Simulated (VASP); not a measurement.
# Mo (Im-3m) in VASP: further runs

Mo is run at these levels: PBE; tasks: single point, relaxation of cell and atoms.

All numbers are computed with VASP 6.6.1; they aren't measurements. Logs are shortened: lines on timing, memory, paths and dates and some standing lists are left out, and cuts for length are marked.

## 1. The cell of the first run

It takes space group Im-3m (No. 229, cubic). Conventional cell: a = 3.025 Å, b = 3.025 Å, c = 3.025 Å, α = 90.00°, β = 90.00°, γ = 90.00°. Mo (site symmetry m-3m) has 14 Mo at 2.62 to 3.02 Å within 3.5 Å.

## 2. Single point, PBE

INCAR reads:

```
SYSTEM = Mo
PREC     = Accurate       ! precision mode
ENCUT    = 520            ! plane-wave cutoff, eV
EDIFF    = 1E-7           ! SCF threshold, eV
ISMEAR   = 0              ! smearing method
SIGMA    = 0.1            ! smearing width, eV
LREAL    = .False.        ! projectors in reciprocal space
LASPH    = .True.         ! aspherical terms in the spheres
NELM     = 60             ! most SCF steps
ALGO     = Fast           ! electronic algorithm
ISIF     = 2              ! what is computed and relaxed
LWAVE    = .False.        ! write WAVECAR
LCHARG   = .False.        ! write CHGCAR
GGA      = PE             ! functional
NBANDS   = 13             ! bands
```

KPOINTS reads:

```
Automatic mesh
0
Gamma
  26 26 26
  0 0 0
```

POSCAR reads:

```
Mo
1.0
   -1.5123182148      1.5123182148      1.5123182148
    1.5123182148     -1.5123182148      1.5123182148
    1.5123182148      1.5123182148     -1.5123182148
Mo
1
Direct
    0.0000000000      0.0000000000      0.0000000000
```

Potentials or basis: VASP PAW PBE potentials, release 64 (Mo_sv).

Command:

```bash
cat potpaw_PBE.64/Mo_sv/POTCAR > POTCAR
mpirun -np 1 vasp_std > vasp.out
```

OUTCAR:

```text
SYSTEM = Mo
   PREC = Accurate
   ENCUT = 520
   EDIFF = 1E-7
   ISMEAR = 0
   LREAL = .False.
   LASPH = .True.
   NELM = 60
   ISIF = 2
   GGA = PE

 ion  position               nearest neighbor table
   1  0.000  0.000  0.000-

  LATTYP: Found a body centered cubic cell.
 ALAT       =     3.0246364296

  Lattice vectors:

 A1 = (  -1.5123182148,   1.5123182148,   1.5123182148)
 A2 = (   1.5123182148,  -1.5123182148,   1.5123182148)
 A3 = (   1.5123182148,   1.5123182148,  -1.5123182148)

Analysis of symmetry for initial positions (statically):
=====================================================================
 Subroutine PRICEL returns:
 Original cell was already a primitive cell.

 Routine SETGRP: Setting up the symmetry group for a
 body centered cubic supercell.

 Subroutine GETGRP returns: Found 48 space group operations
 (whereof 48 operations were pure point group operations)
 out of a pool of 48 trial point group operations.

The static configuration has the point symmetry O_h .

Analysis of symmetry for dynamics (positions and initial velocities):
=====================================================================
 Subroutine PRICEL returns:
 Original cell was already a primitive cell.

 Routine SETGRP: Setting up the symmetry group for a
 body centered cubic supercell.

 Subroutine GETGRP returns: Found 48 space group operations
 (whereof 48 operations were pure point group operations)
 out of a pool of 48 trial point group operations.

The dynamic configuration has the point symmetry O_h .

 Subroutine INISYM returns: Found 48 space group operations
 (whereof 48 operations are pure point group operations),
 and found     1 'primitive' translations

----------------------------------------------------------------------------------------

                                     Primitive cell

  volume of cell :      13.8353

  direct lattice vectors                    reciprocal lattice vectors
    -1.512318215  1.512318215  1.512318215     0.000000000  0.330618249  0.330618249
     1.512318215 -1.512318215  1.512318215     0.330618249  0.000000000  0.330618249
     1.512318215  1.512318215 -1.512318215     0.330618249  0.330618249  0.000000000

  length of vectors
     2.619411985  2.619411985  2.619411985     0.467564812  0.467564812  0.467564812

  position of ions in fractional coordinates (direct lattice)
     0.000000000  0.000000000  0.000000000

  ion indices of the primitive-cell ions
   primitive index   ion index
                 1           1

----------------------------------------------------------------------------------------

 KPOINTS: Automatic mesh

Automatic generation of k-mesh.
 Grid dimensions read from file:
 generate k-points for:   26   26   26

 Generating k-lattice:

  Cartesian coordinates                     Fractional coordinates (reciprocal lattice)
     0.000000000  0.012716086  0.012716086     0.038461538  0.000000000  0.000000000
     0.012716086  0.000000000  0.012716086     0.000000000  0.038461538  0.000000000
     0.012716086  0.012716086  0.000000000     0.000000000  0.000000000  0.038461538

  Length of vectors
     0.017983262  0.017983262  0.017983262

  Shift w.r.t. Gamma in fractional coordinates (k-lattice)
     0.000000000  0.000000000  0.000000000

 Subroutine IBZKPT returns following result:
 ===========================================

 Found    511 irreducible k-points:

 Following reciprocal coordinates:
            Coordinates               Weight
  0.000000  0.000000  0.000000      1.000000
  0.038462  0.000000  0.000000     12.000000
  0.076923  0.000000  0.000000     12.000000
  0.115385  0.000000  0.000000     12.000000
  0.153846  0.000000  0.000000     12.000000
  0.192308  0.000000  0.000000     12.000000
[... 16 lines left out ...]
  0.346154  0.038462 -0.000000     48.000000
  0.384615  0.038462  0.000000     48.000000
 [... further k-points ...]
   k-points           NKPTS =    511   k-points in BZ     NKDIM =    511   number of bands    NBANDS=     13
   number of dos      NEDOS =    301   number of ions     NIONS =      1
   total plane-waves  NPLWV =   8000
   dimension x,y,z NGX =    20 NGY =   20 NGZ =   20
   dimension x,y,z NGXF=    40 NGYF=   40 NGZF=   40
   ions per type =               1
   NGX,Y,Z   is equivalent  to a cutoff of  12.69, 12.69, 12.69 a.u.
   NGXF,Y,Z  is equivalent  to a cutoff of  25.39, 25.39, 25.39 a.u.
 SYSTEM =  Mo
   PREC   = accura    normal or accurate (medium, high low for compatibility)
   ISTART =      0    job   : 0-new  1-cont  2-samecut
   ICHARG =      2    charge: 1-file 2-atom 10-const
   ISPIN  =      1    spin polarized calculation?
   LNONCOLLINEAR =      F non collinear calculations
   LSORBIT =      F    spin-orbit coupling
   LASPH  =      T    aspherical Exc in radial PAW
   ENCUT  =  520.0 eV  38.22 Ry    6.18 a.u.   4.87  4.87  4.87*2*pi/ulx,y,z
   NELM   =     60;   NELMIN=  2; NELMDL= -5     # of ELM steps
   EDIFF  = 0.1E-06   stopping-criterion for ELM
   LREAL  =      F    real-space projection
   EDIFFG = 0.1E-05   stopping-criterion for IOM
   NSW    =      0    number of steps for IOM
   IBRION =     -1    ionic relax: 0-MD 1-quasi-New 2-CG
   NFREE  =      0    steps in history (QN), initial steepest desc. (CG)
   ISIF   =      2    stress and relaxation
   ISYM   =      2    0-nonsym 1-usesym 2-fastsym
   POTIM  = 0.5000    time-step for ionic-motion
   TEBEG  =    0.0;   TEEND  =   0.0 temperature during run
   PSTRESS=    0.0 pullay stress
   NELECT =      14.0000    total number of electrons
   NUPDOWN=      -1.0000    fix difference up-down
   EMIN   =  10.00;   EMAX   =-10.00  energy-range for DOS
   EFERMI =   0.00;   METHOD = LEGACY
   ISMEAR =     0;   SIGMA  =   0.10  broadening in eV -4-tet -1-fermi 0-gaus
   EFERMI_NEDOS =   21; number of points for ismear=-14 and -15
   IALGO  =     68    algorithm
   IMIX   =      4    mixing-type and parameters
     AMIX     =   0.40;   BMIX     =  1.00
     AMIX_MAG =   1.60;   BMIX_MAG =  1.00
  volume/ion in A,a.u.               =      13.84        93.37
  Fermi-wavevector in a.u.,A,eV,Ry     =   1.643568  3.105893 36.753630  2.701316
  Thomas-Fermi vector in A             =   2.733680
   LORBIT       =      0    0 simple, 1 ext, 2 COOP (PROOUT), +10 PAW based schemes
   GGA     = PE    functional components
   LHFCALC =     F    Hartree Fock is set to
   AEXX    =    0.0000 exact exchange contribution
   IVDW    =     0    specifies the selected vdW correction
   LEPSILON=     F    determine dielectric tensor
   LRPA    =     F    only Hartree local field effects (RPA)
 non-spin polarized calculation
 RMM-DIIS sequential band-by-band and
 Gauss-broadening in eV      SIGMA  =   0.10
  energy-cutoff  :      520.00
  volume of cell :       13.84
 maximum number of plane-waves:       386
   NGX =  9   NGY =  9   NGZ =  9

 number of electron      14.0000004 magnetization

 Free energy of the ion-electron system (eV)
  ---------------------------------------------------
  ext. energy  EPLUGINS =         0.00000000
  ---------------------------------------------------
  free energy    TOTEN  =       -10.68295152 eV

  energy without entropy =      -10.68053369  energy(sigma->0) =      -10.68174261

 E-fermi :  14.6878     XC(G=0): -14.0921

 val. band max:       14.6757038932   @ k =  -0.3462   0.3462   0.2308
 cond. band min:      14.6920163625   @ k =  -0.4231   0.5000   0.0385
 fundamental gap:      0.0163124693
 Fermi energy:        14.6878218810

 k-point     1 :       0.0000    0.0000    0.0000
  band No.  band energies     occupation
      1     -46.6751      2.00000
      2     -19.5952      2.00000
      3     -19.5952      2.00000
      4     -19.5952      2.00000
      5       7.0751      2.00000
      6      13.0379      2.00000
      7      13.0379      2.00000
      8      13.0379      2.00000
      9      16.5420      0.00000
     10      16.5420      0.00000
     11      29.6415      0.00000
     12      29.6415      0.00000
     13      29.6415      0.00000

 k-point     2 :       0.0385    0.0000    0.0000
  band No.  band energies     occupation
      1     -46.6691      2.00000
      2     -19.6276      2.00000
      3     -19.6049      2.00000
      4     -19.5955      2.00000
      5       7.1516      2.00000
      6      12.9922      2.00000
      7      13.0310      2.00000
      8      13.1106      2.00000
      9      16.4676      0.00000
     10      16.5420      0.00000
     11      29.7053      0.00000
     12      29.7702      0.00000
     13      29.8197      0.00000

 k-point     3 :       0.0769    0.0000    0.0000
  band No.  band energies     occupation
      1     -46.6514      2.00000
      2     -19.7225      2.00000
      3     -19.6335      2.00000
      4     -19.5965      2.00000
      5       7.3745      2.00000
      6      12.8604      2.00000
      7      13.0050      2.00000
      8      13.3271      2.00000
      9      16.2769      0.00000
     10      16.5438      0.00000
     11      29.8828      0.00000
     12      30.1505      0.00000
     13      30.3153      0.00000
[... 305 lines left out ...]
 k-point    23 :       0.3462    0.0385   -0.0000
  band No.  band energies     occupation
      1     -46.3178      2.00000
      2     -21.3104      2.00000
      3     -20.1354      2.00000
      4     -19.6281      2.00000
      5       8.9841      2.00000
      6      10.9753      2.00000
      7      14.6355      1.54107
      8      16.4991      0.00000
      9      17.1809      0.00000
     10      18.6229      0.00000
     11      28.1342      0.00000
     12      30.0995      0.00000
     13      36.3278      0.00000

 k-point    24 :       0.3846    0.0385    0.0000
  band No.  band energies     occupation
      1     -46.2826      2.00000
      2     -21.4609      2.00000
      3     -20.1857      2.00000
      4     -19.6303      2.00000
      5       8.8179      2.00000
      6      10.8177      2.00000
      7      15.3450      0.00000
      8      16.6816      0.00000
      9      17.3493      0.00000
     10      19.4276      0.00000
     11      27.5809      0.00000
     12      29.3069      0.00000
     13      35.0696      0.00000

 [... further k-points ...]
[... 5 lines left out ...]
  --------------------------------------------------------------------------------------
  -------------------------------------------------------------------------------------
  Total        3.9661287      3.9661287      3.9661287     -0.0000000     -0.0000000      0.0000000
  in kB      459.2909076    459.2909076    459.2909076     -0.0000000     -0.0000000      0.0000000
  external PRESSURE =     459.2909076 kB  Pullay stress =       0.0000000 kB

 VOLUME and BASIS-vectors are now :
 -----------------------------------------------------------------------------
  energy-cutoff  :      520.00
  volume of cell :       13.84
      direct lattice vectors                 reciprocal lattice vectors
    -1.512318215  1.512318215  1.512318215     0.000000000  0.330618249  0.330618249
     1.512318215 -1.512318215  1.512318215     0.330618249  0.000000000  0.330618249
     1.512318215  1.512318215 -1.512318215     0.330618249  0.330618249  0.000000000

 POSITION                                       TOTAL-FORCE (eV/Angst)
 -----------------------------------------------------------------------------------
      0.00000      0.00000      0.00000         0.000000      0.000000      0.000000
 -----------------------------------------------------------------------------------
    total drift:                                0.000000      0.000000      0.000000

  FREE ENERGIE OF THE ION-ELECTRON SYSTEM (eV)
  ---------------------------------------------------
  free  energy   TOTEN  =       -10.6829515227 eV

  energy  without entropy=      -10.6805336889  energy(sigma->0) =      -10.68174261
```

It took 70 s on 1 thread of Intel Xeon 6975P-C, shared host; peak memory 0.2 GiB.

Results:

```yaml
Free_energy: -10.6830 eV
Pressure: 45.9 GPa
Band_gap_on_the_k_mesh: zero (band 7 reaches 19.39 eV, above the bottom of band 8 at 13.04 eV)
```

Levels at points of the mesh, in eV from the Fermi level:
| k point | band 3 | band 4 | band 5 | band 6 | band 7 | band 8 | band 9 | band 10 | band 11 | band 12 |
| --- | --- | --- | --- | --- | --- | --- | --- | --- | --- | --- |
| (0.00, 0.00, 0.00) | -34.28 | -34.28 | -7.61 | -1.65 | -1.65 | -1.65 | 1.85 | 1.85 | 14.95 | 14.95 |
| (0.50, 0.00, 0.00) | -34.92 | -34.31 | -6.13 | -4.06 | 1.97 | 2.16 | 2.71 | 5.64 | 12.16 | 13.66 |
| (0.50, 0.50, 0.50) | -35.66 | -35.66 | -6.48 | -6.48 | 4.70 | 4.70 | 4.70 | 10.07 | 10.07 | 10.07 |

[end of part 1 of 2]
